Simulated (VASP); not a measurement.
# Cu (Fm-3m) in VASP: notebook, part 2 of 2

VASP 6.6.1. The steps go on from the part before.

**3. Single point, LDA**

This run uses another cell than the first one, of 11.81 Å³/atom, 1.027 times its volume.

Contents of INCAR:

```
SYSTEM = Cu
  PREC = Accurate
  ENCUT = 520
  EDIFF = 1E-6
  ISMEAR = 1
  SIGMA = 0.15
  LREAL = .FALSE.
  LASPH = .TRUE.
  NELM = 80
  ALGO = Normal
  ISIF = 2
  LWAVE = .FALSE.
  LCHARG = .TRUE.
  GGA = CA
  LELF = .TRUE.
  LVHAR = .TRUE.
  NBANDS = 12
```

Contents of KPOINTS:

```
Automatic mesh
0
G
  14 14 14
  0 0 0
```

Contents of POSCAR:

```
Cu
1.0
    0.0000000000      1.8075000000      1.8075000000
    1.8075000000      0.0000000000      1.8075000000
    1.8075000000      1.8075000000      0.0000000000
Cu
1
Direct
    0.0000000000      0.0000000000      0.0000000000
```

Potentials or basis: VASP PAW LDA potentials, release 64 (Cu).

On the command line:

```
$ cat potpaw_LDA.64/Cu/POTCAR > POTCAR
$ mpirun -np 1 vasp_std > vasp.out
```

OUTCAR:

```text
SYSTEM = Cu
   PREC = Accurate
   ENCUT = 520
   EDIFF = 1E-6
   ISMEAR = 1
   LREAL = .FALSE.
   LASPH = .TRUE.
   NELM = 80
   ISIF = 2
   GGA = CA

 ion  position               nearest neighbor table
   1  0.000  0.000  0.000-

  LATTYP: Found a face centered cubic cell.
 ALAT       =     3.6150000000

  Lattice vectors:

 A1 = (   0.0000000000,   1.8075000000,   1.8075000000)
 A2 = (   1.8075000000,   0.0000000000,   1.8075000000)
 A3 = (   1.8075000000,   1.8075000000,   0.0000000000)

[... 537 lines left out ...]
     12      38.5829      0.00000

 [... further k-points ...]

------------------------ aborting loop because EDIFF is reached ----------------------------------------

  FORCE on cell =-STRESS in cart. coord.  units (eV):
  Direction    XX          YY          ZZ          XY          YZ          ZX
  --------------------------------------------------------------------------------------
  -------------------------------------------------------------------------------------
  Total       -0.8618895     -0.8618895     -0.8618895      0.0000000      0.0000000      0.0000000
  in kB     -116.9222716   -116.9222716   -116.9222716      0.0000000      0.0000000      0.0000000
  external PRESSURE =    -116.9222716 kB  Pullay stress =       0.0000000 kB

 VOLUME and BASIS-vectors are now :
 -----------------------------------------------------------------------------
  energy-cutoff  :      520.00
  volume of cell :       11.81
      direct lattice vectors                 reciprocal lattice vectors
     0.000000000  1.807500000  1.807500000    -0.276625173  0.276625173  0.276625173
     1.807500000  0.000000000  1.807500000     0.276625173 -0.276625173  0.276625173
     1.807500000  1.807500000  0.000000000     0.276625173  0.276625173 -0.276625173

 POSITION                                       TOTAL-FORCE (eV/Angst)
 -----------------------------------------------------------------------------------
      0.00000      0.00000      0.00000        -0.000000     -0.000000     -0.000000
 -----------------------------------------------------------------------------------
    total drift:                                0.000000     -0.000000      0.000000

  FREE ENERGIE OF THE ION-ELECTRON SYSTEM (eV)
  ---------------------------------------------------
  free  energy   TOTEN  =        -4.6737870111 eV

  energy  without entropy=       -4.6740311696  energy(sigma->0) =       -4.67386840
```

OSZICAR:

```text
N       E                     dE             d eps       ncg     rms          rms(c)
DAV:   1     0.414568063684E+02    0.41457E+02   -0.54115E+03  2788   0.157E+03
DAV:   2    -0.425810802293E+01   -0.45715E+02   -0.42061E+02  2540   0.205E+02
DAV:   3    -0.564594357044E+01   -0.13878E+01   -0.13772E+01  2916   0.407E+01
DAV:   4    -0.565527609240E+01   -0.93325E-02   -0.93305E-02  2828   0.291E+00
DAV:   5    -0.565536695411E+01   -0.90862E-04   -0.90861E-04  2968   0.293E-01    0.793E+00
DAV:   6    -0.510958787280E+01    0.54578E+00   -0.16092E+01  2972   0.775E+01    0.421E+00
DAV:   7    -0.468837812662E+01    0.42121E+00   -0.25726E+00  2972   0.313E+01    0.540E-01
DAV:   8    -0.467584291589E+01    0.12535E-01   -0.65643E-03  3052   0.147E+00    0.332E-01
DAV:   9    -0.467377509182E+01    0.20678E-02   -0.10751E-02  3064   0.179E+00    0.153E-02
DAV:  10    -0.467378465826E+01   -0.95664E-05   -0.26518E-05  3304   0.737E-02    0.557E-03
DAV:  11    -0.467378700861E+01   -0.23503E-05   -0.60264E-07  2152   0.134E-02    0.463E-04
DAV:  12    -0.467378701106E+01   -0.24465E-08   -0.54557E-08  1564   0.247E-03
   1 F= -.46737870E+01 E0= -.46738684E+01  d E =0.244159E-03
```

It took 8.1 s on 1 thread of Intel Xeon Platinum 8559C (Emerald Rapids), shared host; peak memory 0.12 GiB.

Results:

| Item | Value |
| --- | --- |
| Free energy | -4.6738 eV |
| Pressure | -11.7 GPa |

Levels at points of the mesh, in eV from the Fermi level:
```tsv
k point	band 2	band 3	band 4	band 5	band 6	band 7	band 8	band 9	band 10	band 11
(0.00, 0.00, 0.00)	-3.01	-3.01	-3.01	-2.17	-2.17	22.75	25.21	25.21	25.21	27.75
(0.50, 0.00, 0.00)	-3.03	-3.03	-1.60	-1.60	-0.91	3.79	21.27	21.98	21.98	25.15
(0.50, 0.50, 0.00)	-4.40	-1.61	-1.46	-1.46	1.55	7.17	13.07	13.07	17.71	20.32
```

**4. Single point, LDA**

This run uses another cell than the first one, of 12.13 Å³/atom, 1.055 times its volume.

Contents of INCAR:

```
PREC = Accurate
ENCUT = 520
EDIFF = 1E-6
ISMEAR = 1
SIGMA = 0.15
LREAL = False
LASPH = True
NELM = 100
ALGO = Normal
ISIF = 2
LWAVE = False
LCHARG = False
GGA = CA
NBANDS = 12
```

Contents of KPOINTS:

```
regular mesh
0
Gamma
  14 14 14
```

Contents of POSCAR:

```
Cu
1.0
    0.0000000000      1.8234259307      1.8234259307
    1.8234259307      0.0000000000      1.8234259307
    1.8234259307      1.8234259307      0.0000000000
Cu
1
Direct
    0.0000000000      0.0000000000      0.0000000000
```

On the command line:

```
$ cat potpaw_LDA.64/Cu/POTCAR > POTCAR
$ mpirun -np 1 vasp_std > vasp.out
```

It took 7.8 s on 1 thread of Intel Xeon Platinum 8559C (Emerald Rapids), shared host; peak memory 0.12 GiB.

The run converged. Its results:

| Item | Value |
| --- | --- |
| Free energy | -4.6479 eV |
| Pressure | -14.7 GPa |

Levels at points of the mesh, in eV from the Fermi level:
| k point | band 3 | band 4 | band 5 | band 6 | band 7 | band 8 | band 9 | band 10 |
| --- | --- | --- | --- | --- | --- | --- | --- | --- |
| (0.00, 0.00, 0.00) | -2.91 | -2.91 | -2.11 | -2.11 | 22.55 | 24.81 | 24.81 | 24.81 |
| (0.50, 0.00, 0.00) | -2.94 | -1.56 | -1.56 | -0.82 | 3.67 | 21.08 | 21.58 | 21.58 |
| (0.50, 0.50, 0.00) | -1.58 | -1.43 | -1.43 | 1.59 | 7.00 | 12.88 | 12.88 | 17.45 |

**5. Single point, LDA**

This run uses another cell than the first one, of 12.44 Å³/atom, 1.082 times its volume.

Contents of INCAR:

```
ALGO     = Normal         # electronic algorithm
EDIFF    = 1E-6           # SCF threshold, eV
ENCUT    = 520            # plane-wave cutoff, eV
GGA      = CA             # functional
ISIF     = 2              # what is computed and relaxed
ISMEAR   = 1              # smearing method
LASPH    = T              # aspherical terms in the spheres
LCHARG   = F              # write CHGCAR
LREAL    = F              # projectors in reciprocal space
LWAVE    = F              # write WAVECAR
NBANDS   = 12             # bands
NELM     = 60             # most SCF steps
PREC     = Accurate       # precision mode
SIGMA    = 0.15           # smearing width, eV
```

Contents of KPOINTS:

```
k-points
0
Gamma
  14 14 14
```

Contents of POSCAR:

```
Cu
1.0
    0.0000000000      1.8390784211      1.8390784211
    1.8390784211      0.0000000000      1.8390784211
    1.8390784211      1.8390784211      0.0000000000
Cu
1
Direct
    0.0000000000      0.0000000000      0.0000000000
```

On the command line:

```
$ cat potpaw_LDA.64/Cu/POTCAR > POTCAR
$ mpirun -np 1 vasp_std > vasp.out
```

Run time: 7.5 s. Hardware: 1 thread of Intel Xeon Platinum 8559C (Emerald Rapids), shared host; peak memory 0.13 GiB.

Results (log left out):

```
Free energy : -4.6165 eV
Pressure    : -17.3 GPa
```

Levels at points of the mesh, in eV from the Fermi level:
```
           k point  band 3  band 4  band 5  band 6  band 7  band 8  band 9  band 10
(0.00, 0.00, 0.00)   -2.83   -2.83   -2.06   -2.06   22.36   24.41   24.41    24.41
(0.50, 0.00, 0.00)   -2.85   -1.53   -1.53   -0.74    3.55   20.90   21.21    21.21
(0.50, 0.50, 0.00)   -1.54   -1.40   -1.40    1.62    6.83   12.70   12.70    17.21
```

**6. Single point, LDA**

This run uses another cell than the first one, of 12.76 Å³/atom, 1.110 times its volume.

Contents of INCAR:

```
SYSTEM = Cu
PREC = Accurate
ENCUT = 520
EDIFF = 1E-6
ISMEAR = 1
SIGMA = 0.15
LREAL = .FALSE.
LASPH = .TRUE.
NELM = 100
ALGO = Normal
ISIF = 2
LWAVE = .FALSE.
LCHARG = .FALSE.
NBANDS = 12
```

Contents of KPOINTS:

```
regular mesh
0
G
  14 14 14
  0 0 0
```

Contents of POSCAR:

```
Cu
1.0
    0.0000000000      1.8544689142      1.8544689142
    1.8544689142      0.0000000000      1.8544689142
    1.8544689142      1.8544689142      0.0000000000
Cu
1
Direct
    0.0000000000      0.0000000000      0.0000000000
```

Potentials or basis: VASP PAW LDA potentials, release 64 (Cu).

On the command line:

```
$ cat potpaw_LDA.64/Cu/POTCAR > POTCAR
$ mpirun -np 1 vasp_std > vasp.out
```

Run time: 8 s. Hardware: 1 thread of Intel Xeon Platinum 8559C (Emerald Rapids), shared host; peak memory 0.12 GiB.

The run converged. Its results:

- Free energy: -4.5806 eV
- Pressure: -19.4 GPa

Levels at points of the mesh, in eV from the Fermi level:
```tsv
k point	band 4	band 5	band 6	band 7	band 8	band 9
(0.00, 0.00, 0.00)	-2.75	-2.00	-2.00	22.18	24.03	24.03
(0.50, 0.00, 0.00)	-1.50	-1.50	-0.66	3.45	20.73	20.84
(0.50, 0.50, 0.00)	-1.38	-1.38	1.65	6.68	12.52	12.52
```

**7. Overview**

| cell | gap on the mesh (eV) | pressure (GPa) |
| --- | --- | --- |
| a = 2.533 Å, angles 60.0°, 1 atom | none | -8.1 |
| a = 2.556 Å, angles 60.0°, 1 atom | none | -11.7 |
| a = 2.579 Å, angles 60.0°, 1 atom | none | -14.7 |
| a = 2.601 Å, angles 60.0°, 1 atom | none | -17.3 |
| a = 2.623 Å, angles 60.0°, 1 atom | none | -19.4 |

Alike in all rows: task single point; level LDA; potentials or basis VASP PAW LDA potentials, release 64 (Cu); no spin polarisation; k mesh 14 × 14 × 14; cutoff (eV) 520; smearing methfessel-paxton 0.15 eV.

Absolute energies hang on the potentials; compare differences alone.
